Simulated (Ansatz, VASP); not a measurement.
**One calculation of SnTe, two programs**

Contents of INCAR:

```
PREC = Accurate
ENCUT = 520
EDIFF = 1E-7
ISMEAR = 0
SIGMA = 0.15
LREAL = False
LASPH = True
NELM = 60
ALGO = Normal
ISIF = 2
LWAVE = False
LCHARG = False
NBANDS = 17
```

File KPOINTS:

```
regular mesh
0
Gamma
  12 12 12
```

Contents of POSCAR:

```
SnTe
1.0
    3.9047000000      0.0000000000      0.0000000000
    0.0000000000      3.9047000000      0.0000000000
    0.0000000000      0.0000000000      3.9047000000
Sn Te
1 1
Direct
    0.0000000000      0.0000000000      0.0000000000
    0.5000000000      0.5000000000      0.5000000000
```

Input for Ansatz:

```yaml
crystal:
  lattice:
    - [3.9047, 0.0, 0.0]
    - [0.0, 3.9047, 0.0]
    - [0.0, 0.0, 3.9047]
  atoms:
    - { symbol: Sn, position: [0.0, 0.0, 0.0] }
    - { symbol: Te, position: [0.5, 0.5, 0.5] }
basis:
  ecutwfc: 420
kpoints:
  mp_grid: { grid: [12, 12, 12] }
hamiltonian:
  xc: lda
scf:
  occupations: { method: gaussian, width: 0.15 }
output:
  forces: true
  stress: true
  eigenvalues: true
```

Alike in both runs: task single point; functional LDA; k mesh 12 × 12 × 12; occupations gaussian, width 0.15 eV; no spin polarisation.

|  | VASP | Ansatz |
| --- | --- | --- |
| version | VASP 6.6.1 | Ansatz 0.2.0 |
| potentials or method | VASP PAW LDA potentials, release 64 (Sn_d, Te), cutoff 520 eV | scalar-relativistic, plane waves, PAW |
| valence electrons in the cell | 20 | 30 |

|  | VASP | Ansatz | Ansatz less VASP |
| --- | --- | --- | --- |
| gap on the k mesh at the Fermi level (eV) | none | none | - |
| pressure (GPa) | -4.1 | -4.1 | 0.00 |

LDA's correlation is that of Perdew and Zunger in VASP and of Perdew and Wang (1992) in Ansatz. A gap of «none» marks a metal or a gap that the smearing closes. VASP's potentials hold 20 valence electrons a cell and Ansatz's 30, so a difference there can come from the potentials and not from the codes.

Neither program's run includes spin-orbit coupling.
